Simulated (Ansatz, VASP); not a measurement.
**FeSi: VASP beside Ansatz**

```
CELL_PARAMETERS angstrom
4.43000 0.00000 0.00000
0.00000 4.43000 0.00000
0.00000 0.00000 4.43000
ATOMIC_POSITIONS crystal
Fe 0.13474 0.13474 0.13474
Fe 0.36526 0.86526 0.63474
Fe 0.63474 0.36526 0.86526
Fe 0.86526 0.63474 0.36526
Si 0.83988 0.83988 0.83988
Si 0.66012 0.16012 0.33988
Si 0.33988 0.66012 0.16012
Si 0.16012 0.33988 0.66012
```

Alike in both runs: functional LDA; k mesh 8 × 8 × 8; no spin polarisation.

Ansatz relaxed the structure, and its values are those at the end. VASP's run is a single point on that final structure, the one shown.

|  | VASP | Ansatz |
| --- | --- | --- |
| version | VASP 6.6.1 | Ansatz 0.2.0 |
| potentials or method | VASP PAW LDA potentials, release 64 (Fe, Si) | scalar-relativistic, plane waves, PAW |
| plane-wave cutoff (eV) | 520 | 420 |
| occupations | gaussian, width 0.01 eV | fixed |
| valence electrons in the cell | 48 | 80 |

```csv
,VASP,Ansatz,Ansatz less VASP
pressure (GPa),-8.8,-9.4,-0.69
rms of the force components (eV/Å),0.020,0.000,-0.0196
```

LDA's correlation is that of Perdew and Zunger in VASP and of Perdew and Wang (1992) in Ansatz. VASP's potentials hold 48 valence electrons a cell and Ansatz's 80, so a difference there can come from the potentials and not from the codes. Ansatz's warnings: stress scf threshold loose.
